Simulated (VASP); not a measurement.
Set up this calculation in VASP 6.6.1, as the native input.

* Task: single point
* Functional: PBE
* Potentials or basis: VASP PAW PBE potentials, release 64 (Ta_pv, As)
* Cutoff: 520 eV
* k mesh: 4 × 4 × 4
* Occupations: gaussian, width 0.1 eV
* Spin: no spin polarisation
* Dipole correction: no
* Further INCAR settings: ALGO = Normal; EDIFF = 1e-07; NBANDS = 36

The structure of TaAs3 lies in POSCAR:

```
TaAs3
1.0
    4.8585371554      0.0000000000      0.0000000000
    0.0000000000      6.0435186658      0.0000000000
    0.0000000000      0.0000000000      5.1127038283
Ta As
2 6
Direct
    0.0000000000      0.0000000000      0.6700000000
    0.5000000000      0.5000000000      0.3300000000
    0.0000000000      0.2500000000      0.1670000000
    0.0000000000      0.7500000000      0.1670000000
    0.5000000000      0.7500000000      0.8330000000
    0.5000000000      0.2500000000      0.8330000000
    0.5000000000      0.0000000000      0.3300000000
    0.0000000000      0.5000000000      0.6700000000
```

These files were run (other wordings do the same):

INCAR

```
PREC = Accurate
ENCUT = 520
EDIFF = 1E-7
ISMEAR = 0
SIGMA = 0.1
LREAL = F
LASPH = T
NELM = 80
ALGO = Normal
ISIF = 2
LWAVE = F
LCHARG = F
GGA = PE
NBANDS = 36
```

KPOINTS

```
regular mesh
0
Gamma
  4 4 4
```

Potentials or basis: VASP PAW PBE potentials, release 64 (Ta_pv, As).

Command:

```console
$ cat potpaw_PBE.64/Ta_pv/POTCAR potpaw_PBE.64/As/POTCAR > POTCAR
$ mpirun -np 1 vasp_std > vasp.out
```

Results of the run:

| Quantity | Value |
| --- | --- |
| Pressure | -6.0 GPa |
| Largest force | 1.467 eV/Å |
| Band gap on the k mesh | zero (band 26 reaches 6.92 eV, above the bottom of band 27 at 6.15 eV) |

Caveat: spin-orbit coupling is left out, which moves the levels of the heavy elements; forces of over 1 eV/Å act on the atoms, so gaps and moduli don't describe the material at rest.

It took 2.1 min on 1 thread of Intel(R) Xeon(R) Platinum 8259CL CPU @ 2.50GHz (Skylake/Cascade Lake), with other jobs on the host, peak memory 0.32 GiB.
